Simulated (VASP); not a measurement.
A run of VASP 6.6.1 is set up as follows.

INCAR

```
PREC     = Accurate       # precision mode
ENCUT    = 520            # plane-wave cutoff, eV
EDIFF    = 1E-6           # SCF threshold, eV
ISMEAR   = -1             # smearing method
SIGMA    = 0.02           # smearing width, eV
LREAL    = F              # projectors in reciprocal space
LASPH    = T              # aspherical terms in the spheres
NELM     = 100            # most SCF steps
ALGO     = Normal         # electronic algorithm
ISIF     = 2              # what is computed and relaxed
LWAVE    = F              # write WAVECAR
LCHARG   = T              # write CHGCAR
GGA      = PE             # functional
LELF     = T              # ELF
LVHAR    = T            
NBANDS   = 11             # bands
```

KPOINTS

```
regular mesh
0
Gamma
  12 12 12
```

POSCAR

```
BN
1.0
    0.0000000000      1.7891234683      1.8048254497
    1.7891234683      0.0000000000      1.8048254497
    1.7891234683      1.7891234683      0.0000000000
B N
1 1
Direct
    0.0000000000      0.0000000000      0.0000000000
    0.2500000000      0.2500000000      0.2500000000
```

Potentials or basis: VASP PAW PBE potentials, release 64 (B, N).

Launch:

```sh
$ cat potpaw_PBE.64/B/POTCAR potpaw_PBE.64/N/POTCAR > POTCAR
$ mpirun -np 1 vasp_std > vasp.out
```

Predict the band gap on the k mesh.

4.40 eV, indirect (least direct gap 8.87 eV).

Estimate the pressure.

12.1 GPa.

Stress tensor (GPa, compression positive):
```
13.95  0.00  0.00
 0.00 13.95  0.00
 0.00  0.00  8.39
```

Caveat: the cell differs from its parent crystal (biaxial xy strain -0.9%). A k mesh can miss the band edges.
